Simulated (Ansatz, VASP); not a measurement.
**Two plane-wave programs on ZnCd4S**

```
Zn Cd S
1.0
     5.85792    0.00000    0.00000
    -2.92896    5.07311    0.00000
     0.00000    0.00000    4.77172
Zn Cd S
1 4 1
Direct
  0.33333 0.66667 0.00000
  0.66667 0.33333 0.00000
  0.00521 0.50260 0.50000
  0.49740 0.50260 0.50000
  0.49740 0.99479 0.50000
  0.00000 0.00000 0.00000
```

Change from the starting cell: species swapped into the SmBeCu4 type (P-6m2, No. 187).

Alike in both runs: functional PBE; k mesh 6 × 6 × 8; occupations gaussian, width 0.1 eV; no spin polarisation.

Ansatz relaxed the structure, and its values are those at the end. VASP's run is a single point on that final structure, the one shown.

```csv
,VASP,Ansatz
version,VASP 6.6.1,Ansatz 0.2.0
potentials or method,"VASP PAW PBE potentials, release 64 (Zn, Cd, S), cutoff 520 eV","scalar-relativistic, plane waves, PAW"
valence electrons in the cell,66,98
```

```csv
,VASP,Ansatz,Ansatz less VASP
gap on the k mesh at the Fermi level (eV),none,none,-
pressure (GPa),0.2,0.0,-0.26
```

A gap of «none» marks a metal or a gap that the smearing closes. With one functional, cell and mesh, what is left measures potentials, basis and numerics. VASP's potentials hold 66 valence electrons a cell and Ansatz's 98, so a difference there can come from the potentials and not from the codes.
